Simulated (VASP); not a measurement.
# Na3CSO4 (R3m) in VASP: single point with PBE

Aim: the single point of Na3CSO4 with PBE.

All numbers are computed with VASP 6.6.1; they aren't measurements. Logs are shortened: lines on timing, memory, paths and dates and some standing lists are left out, and cuts for length are marked.

### 1 The cell of the first run

It takes space group R3m (No. 160, trigonal). Conventional cell: a = 7.004 Å, b = 7.004 Å, c = 8.177 Å, α = 90.00°, β = 90.00°, γ = 120.00°. Within 2.5 Å of Na (site symmetry m) lie 4 O at 1.92 to 2.03 Å and 2 S at 2.42 to 2.46 Å. S (site symmetry 3m) has 4 O at 1.48 Å within 2.0 Å. Within 2.1 Å of O (site symmetry 3m) lie 1 S at 1.48 Å and 3 Na at 2.03 Å. O (site symmetry m) has 1 S at 1.48 Å and 3 Na at 1.92 to 2.01 Å within 2.1 Å. Within 3.6 Å of C (site symmetry 3m) lie 4 O at 2.58 to 2.80 Å and 12 Na at 3.39 to 3.50 Å.

### 2 Single point, PBE

Contents of INCAR:

```
ALGO = Normal
EDIFF = 1E-6
ENCUT = 600
GGA = PE
GGA_COMPAT = False
ISIF = 2
ISMEAR = -1
LASPH = True
LCHARG = False
LREAL = False
LWAVE = False
NBANDS = 38
NELM = 120
PREC = Accurate
SIGMA = 0.1
```

Contents of KPOINTS:

```
k-points
0
Gamma
  7 7 7
```

Contents of POSCAR:

```
Na3CSO4
1.0
    4.8766600000      0.0000000000      0.0000000000
   -0.1531830000      4.8742540000      0.0000000000
   -0.1531830000     -0.1580740000      4.8716880000
Na S O C
3 1 4 1
Direct
    0.5000000000      0.5000000000      0.0000000000
    0.0000000000      0.5000000000      0.5000000000
    0.5000000000      0.0000000000      0.5000000000
    0.4960000000      0.4960000000      0.4960000000
    0.3150000000      0.3150000000      0.3150000000
    0.6710000000      0.6710000000      0.3250000000
    0.3250000000      0.6710000000      0.6710000000
    0.6710000000      0.3250000000      0.6710000000
    0.0000000000      0.0000000000      0.0000000000
```

Potentials or basis: VASP PAW PBE potentials, release 64 (Na_pv, S, O, C).

On the command line:

```bash
> cat potpaw_PBE.64/Na_pv/POTCAR potpaw_PBE.64/S/POTCAR potpaw_PBE.64/O/POTCAR potpaw_PBE.64/C/POTCAR > POTCAR
> mpirun -np 1 vasp_std > vasp.out
```

OUTCAR:

```text
EDIFF = 1E-6
   ENCUT = 600
   GGA = PE
   ISIF = 2
   ISMEAR = -1
   LASPH = True
   LREAL = False
   NELM = 120
   PREC = Accurate

 ion  position               nearest neighbor table
   1  0.500  0.500  0.000-   6 1.92   8 2.01   7 2.01   5 2.03   4 2.42   4 2.46
   2  0.000  0.500  0.500-   7 1.92   6 2.01   8 2.01   5 2.03   4 2.42   4 2.46
   3  0.500  0.000  0.500-   8 1.92   6 2.01   7 2.01   5 2.03   4 2.42   4 2.46
   4  0.496  0.496  0.496-   5 1.48   7 1.48   8 1.48   6 1.48   1 2.42   2 2.42   3 2.42   1 2.46
                             2 2.46   3 2.46
   5  0.315  0.315  0.315-   4 1.48   2 2.03   1 2.03   3 2.03
   6  0.671  0.671  0.325-   4 1.48   1 1.92   3 2.01   2 2.01
   7  0.325  0.671  0.671-   4 1.48   2 1.92   1 2.01   3 2.01
   8  0.671  0.325  0.671-   4 1.48   3 1.92   1 2.01   2 2.01
   9  0.000  0.000  0.000-

  LATTYP: Found a trigonal (rhomboedric) cell.
 ALAT       =     4.8766600000
 COS(alpha) =    -0.0314114550

  Lattice vectors:

 A1 = (   4.8766600000,   0.0000000000,   0.0000000000)
 A2 = (  -0.1531830000,   4.8742540000,   0.0000000000)
 A3 = (  -0.1531830000,  -0.1580740000,   4.8716880000)

Analysis of symmetry for initial positions (statically):
=====================================================================
 Subroutine PRICEL returns:
 Original cell was already a primitive cell.

 Routine SETGRP: Setting up the symmetry group for a
 trigonal (rhombohedral) supercell.

 Subroutine GETGRP returns: Found  6 space group operations
 (whereof  6 operations were pure point group operations)
 out of a pool of 12 trial point group operations.

The static configuration has the point symmetry C_3v.

Analysis of symmetry for dynamics (positions and initial velocities):
=====================================================================
 Subroutine PRICEL returns:
 Original cell was already a primitive cell.

 Routine SETGRP: Setting up the symmetry group for a
 trigonal (rhombohedral) supercell.

 Subroutine GETGRP returns: Found  6 space group operations
 (whereof  6 operations were pure point group operations)
 out of a pool of 12 trial point group operations.

The dynamic configuration has the point symmetry C_3v.

 Subroutine INISYM returns: Found  6 space group operations
 (whereof  6 operations are pure point group operations),
 and found     1 'primitive' translations

----------------------------------------------------------------------------------------

                                     Primitive cell

  volume of cell :     115.8004

  direct lattice vectors                    reciprocal lattice vectors
     4.876660000  0.000000000  0.000000000     0.205058380  0.006444362  0.006656860
    -0.153183000  4.874254000  0.000000000     0.000000000  0.205159600  0.006656912
    -0.153183000 -0.158074000  4.871688000     0.000000000  0.000000000  0.205267661

  length of vectors
     4.876660000  4.876660444  4.876658322     0.205267588  0.205267571  0.205267661

  position of ions in fractional coordinates (direct lattice)
     0.500000000  0.500000000  0.000000000
     0.000000000  0.500000000  0.500000000
     0.500000000  0.000000000  0.500000000
     0.496000000  0.496000000  0.496000000
     0.315000000  0.315000000  0.315000000
     0.671000000  0.671000000  0.325000000
     0.325000000  0.671000000  0.671000000
     0.671000000  0.325000000  0.671000000
     0.000000000  0.000000000  0.000000000

  ion indices of the primitive-cell ions
   primitive index   ion index
                 1           1
                 2           2
                 3           3
                 4           4
                 5           5
                 6           6
                 7           7
                 8           8
                 9           9

----------------------------------------------------------------------------------------

 KPOINTS: k-points

Automatic generation of k-mesh.
 Grid dimensions read from file:
 generate k-points for:    7    7    7

 Generating k-lattice:

  Cartesian coordinates                     Fractional coordinates (reciprocal lattice)
     0.029294054  0.000920623  0.000950980     0.142857143  0.000000000  0.000000000
     0.000000000  0.029308514  0.000950987     0.000000000  0.142857143  0.000000000
     0.000000000  0.000000000  0.029323952     0.000000000  0.000000000  0.142857143

  Length of vectors
     0.029323941  0.029323939  0.029323952

  Shift w.r.t. Gamma in fractional coordinates (k-lattice)
     0.000000000  0.000000000  0.000000000

 Subroutine IBZKPT returns following result:
 ===========================================

 Found     44 irreducible k-points:

 Following reciprocal coordinates:
            Coordinates               Weight
  0.000000  0.000000  0.000000      1.000000
  0.142857  0.000000  0.000000      6.000000
  0.285714  0.000000 -0.000000      6.000000
  0.428571 -0.000000  0.000000      6.000000
  0.142857  0.142857  0.000000      6.000000
  0.285714  0.142857  0.000000     12.000000
[... 16 lines left out ...]
  0.285714  0.285714  0.142857      6.000000
  0.428571  0.285714  0.142857     12.000000
 [... further k-points ...]
   k-points           NKPTS =     44   k-points in BZ     NKDIM =     44   number of bands    NBANDS=     38
   number of dos      NEDOS =    301   number of ions     NIONS =      9
   total plane-waves  NPLWV =  64000
   dimension x,y,z NGX =    40 NGY =   40 NGZ =   40
   dimension x,y,z NGXF=    80 NGYF=   80 NGZF=   80
   ions per type =               3   1   4   1
   NGX,Y,Z   is equivalent  to a cutoff of  13.64, 13.64, 13.64 a.u.
   NGXF,Y,Z  is equivalent  to a cutoff of  27.27, 27.27, 27.27 a.u.
 SYSTEM =  unknown system
   PREC   = accura    normal or accurate (medium, high low for compatibility)
   ISTART =      0    job   : 0-new  1-cont  2-samecut
   ICHARG =      2    charge: 1-file 2-atom 10-const
   ISPIN  =      1    spin polarized calculation?
   LNONCOLLINEAR =      F non collinear calculations
   LSORBIT =      F    spin-orbit coupling
   LASPH  =      T    aspherical Exc in radial PAW
   ENCUT  =  600.0 eV  44.10 Ry    6.64 a.u.   9.74  9.74  9.74*2*pi/ulx,y,z
   NELM   =    120;   NELMIN=  2; NELMDL= -5     # of ELM steps
   EDIFF  = 0.1E-05   stopping-criterion for ELM
   LREAL  =      F    real-space projection
   EDIFFG = 0.1E-04   stopping-criterion for IOM
   NSW    =      0    number of steps for IOM
   IBRION =     -1    ionic relax: 0-MD 1-quasi-New 2-CG
   NFREE  =      0    steps in history (QN), initial steepest desc. (CG)
   ISIF   =      2    stress and relaxation
   ISYM   =      2    0-nonsym 1-usesym 2-fastsym
   POTIM  = 0.5000    time-step for ionic-motion
   TEBEG  =    0.0;   TEEND  =   0.0 temperature during run
   PSTRESS=    0.0 pullay stress
   NELECT =      55.0000    total number of electrons
   NUPDOWN=      -1.0000    fix difference up-down
   EMIN   =  10.00;   EMAX   =-10.00  energy-range for DOS
   EFERMI =   0.00;   METHOD = LEGACY
   ISMEAR =    -1;   SIGMA  =   0.10  broadening in eV -4-tet -1-fermi 0-gaus
   EFERMI_NEDOS =   21; number of points for ismear=-14 and -15
   IALGO  =     38    algorithm
   IMIX   =      4    mixing-type and parameters
     AMIX     =   0.40;   BMIX     =  1.00
     AMIX_MAG =   1.60;   BMIX_MAG =  1.00
  volume/ion in A,a.u.               =      12.87        86.83
  Fermi-wavevector in a.u.,A,eV,Ry     =   1.277298  2.413744 22.197785  1.631491
  Thomas-Fermi vector in A             =   2.409906
   LORBIT       =      0    0 simple, 1 ext, 2 COOP (PROOUT), +10 PAW based schemes
   GGA     = PE    functional components
   LHFCALC =     F    Hartree Fock is set to
   AEXX    =    0.0000 exact exchange contribution
   IVDW    =     0    specifies the selected vdW correction
   LEPSILON=     F    determine dielectric tensor
   LRPA    =     F    only Hartree local field effects (RPA)
 non-spin polarized calculation
  energy-cutoff  :      600.00
  volume of cell :      115.80
 maximum number of plane-waves:      3881
   NGX = 19   NGY = 19   NGZ = 19

 number of electron      55.0000038 magnetization

 Free energy of the ion-electron system (eV)
  ---------------------------------------------------
  ext. energy  EPLUGINS =         0.00000000
  ---------------------------------------------------
  free energy    TOTEN  =       -36.98058484 eV

  energy without entropy =      -36.69034613  energy(sigma->0) =      -36.83546549

 E-fermi :   3.9342     XC(G=0):  -9.1299

 val. band max:        3.9328357535   @ k =  -0.2857   0.4286   0.2857
 cond. band min:       3.9391263251   @ k =  -0.2857  -0.2857   0.1429
 fundamental gap:      0.0062905716
 Fermi energy:         3.9341814374

 k-point     1 :       0.0000    0.0000    0.0000
  band No.  band energies     occupation
      1     -23.8625      2.00000
      2     -21.4470      2.00000
      3     -21.4469      2.00000
      4     -21.2323      2.00000
      5     -20.2174      2.00000
      6     -20.1917      2.00000
[... 30 lines left out ...]
     37      12.3979      0.00000
     38      12.3986      0.00000

 k-point     2 :       0.1429    0.0000    0.0000
  band No.  band energies     occupation
      1     -23.9141      2.00000
      2     -21.4431      2.00000
      3     -21.3728      2.00000
      4     -21.1658      2.00000
      5     -20.2201      2.00000
      6     -20.1963      2.00000
[... 30 lines left out ...]
     37      12.2837      0.00000
     38      12.3218      0.00000
[... 859 lines left out ...]
     37      11.3980      0.00000
     38      12.1374      0.00000

 k-point    24 :       0.4286    0.2857    0.1429
  band No.  band energies     occupation
      1     -24.2646      2.00000
      2     -21.2558      2.00000
      3     -20.9363      2.00000
      4     -20.5877      2.00000
      5     -20.3054      2.00000
      6     -20.2583      2.00000
[... 30 lines left out ...]
     37      11.2018      0.00000
     38      12.1055      0.00000

 [... further k-points ...]

------------------------ aborting loop because EDIFF is reached ----------------------------------------

  FORCE on cell =-STRESS in cart. coord.  units (eV):
  Direction    XX          YY          ZZ          XY          YZ          ZX
  --------------------------------------------------------------------------------------
  -------------------------------------------------------------------------------------
  Total       22.5177304     22.6159084     22.7239354      1.5619497      1.6649490      1.6134524
  in kB      311.5480928    312.9064513    314.4010780     21.6106353     23.0357004     22.3232092
  external PRESSURE =     312.9518740 kB  Pullay stress =       0.0000000 kB

 VOLUME and BASIS-vectors are now :
 -----------------------------------------------------------------------------
  energy-cutoff  :      600.00
  volume of cell :      115.80
      direct lattice vectors                 reciprocal lattice vectors
     4.876660000  0.000000000  0.000000000     0.205058380  0.006444362  0.006656860
    -0.153183000  4.874254000  0.000000000     0.000000000  0.205159600  0.006656912
    -0.153183000 -0.158074000  4.871688000     0.000000000  0.000000000  0.205267661

 POSITION                                       TOTAL-FORCE (eV/Angst)
 -----------------------------------------------------------------------------------
      2.36174      2.43713      0.00000        -0.377162     -0.389202     -0.812267
     -0.15318      2.35809      2.43584        -0.786977     -0.402081     -0.415339
      2.36174     -0.07904      2.43584        -0.377162     -0.799218     -0.415339
      2.26687      2.33923      2.41636         0.113313      0.116930      0.120785
      1.43964      1.48560      1.53458        -0.089960     -0.092832     -0.095893
      3.11967      3.21925      1.58330         0.378754      0.390843      0.874079
      1.37934      3.16456      3.26890         0.848622      0.405610      0.418984
      3.11967      1.47806      3.26890         0.378754      0.860944      0.418984
      0.00000      0.00000      0.00000        -0.088180     -0.090995     -0.093995
 -----------------------------------------------------------------------------------
    total drift:                               -0.000297     -0.000248     -0.000253

  FREE ENERGIE OF THE ION-ELECTRON SYSTEM (eV)
  ---------------------------------------------------
  free  energy   TOTEN  =       -36.9805848373 eV

  energy  without entropy=      -36.6903461332  energy(sigma->0) =      -36.83546549
```

Run time: 5.7 min. Hardware: 1 thread of Intel Xeon 8259CL, shared host; peak memory 0.36 GiB.

What came out:

* Free energy: -36.9806 eV
* Pressure: 31.3 GPa
* Largest force: 1.030 eV/Å
* Band gap on the k mesh: zero (an odd number of electrons rules out a gap without spin polarisation)

Forces in eV/Å, atoms in the order of the input:
```
Na  -0.377 -0.389 -0.812
Na  -0.787 -0.402 -0.415
Na  -0.377 -0.799 -0.415
S    0.113  0.117  0.121
O   -0.090 -0.093 -0.096
O    0.379  0.391  0.874
O    0.849  0.406  0.419
O    0.379  0.861  0.419
C   -0.088 -0.091 -0.094
```

Stress tensor (GPa, compression positive):
```
31.15  2.16  2.23
 2.16 31.29  2.30
 2.23  2.30 31.44
```

Caveat: the cell stands under pressure; an odd number of electrons without spin polarisation forces a metal; a magnetic or distorted state may lie lower.
